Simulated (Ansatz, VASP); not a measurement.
Two plane-wave programs on BaTe

```
Ba Te
1.0
     0.00000    3.64295    3.53239
     3.64295    0.00000    3.53239
     3.64295    3.64295    0.00000
Ba Te
1 1
Direct
  0.00000 0.00000 0.00000
  0.50000 0.50000 0.50000
```

Change from the starting cell: biaxial_xy strain +3.1%.

Alike in both runs: task single point; functional HSE06; k mesh 4 × 4 × 4; no spin polarisation.

```csv
,VASP,Ansatz
version,VASP 6.6.1,Ansatz 0.2.0
potentials or method,"VASP PAW PBE potentials, release 64 (Ba_sv, Te)","plane waves, PAW"
plane-wave cutoff (eV),400,420
occupations,"gaussian, width 0.01 eV",fixed
valence electrons in the cell,16,26
```

VASP gave:

| Item | Value |
| --- | --- |
| gap on the k mesh at the Fermi level (eV) | 2.38 |
| pressure (GPa) | -1.6 |
| traceless stress, the component that is largest in VASP (GPa) | 0.96 |

Q: Which values does Ansatz return?

A: gap on the k mesh at the Fermi level (eV): 2.43; pressure (GPa): -1.7; traceless stress, the component that is largest in VASP (GPa): 0.91.

VASP's potentials hold 16 valence electrons a cell and Ansatz's 26, so a difference there can come from the potentials and not from the codes. Ansatz's warnings: stress exchange threshold loose, stress scf threshold loose.

Neither program's run includes spin-orbit coupling.
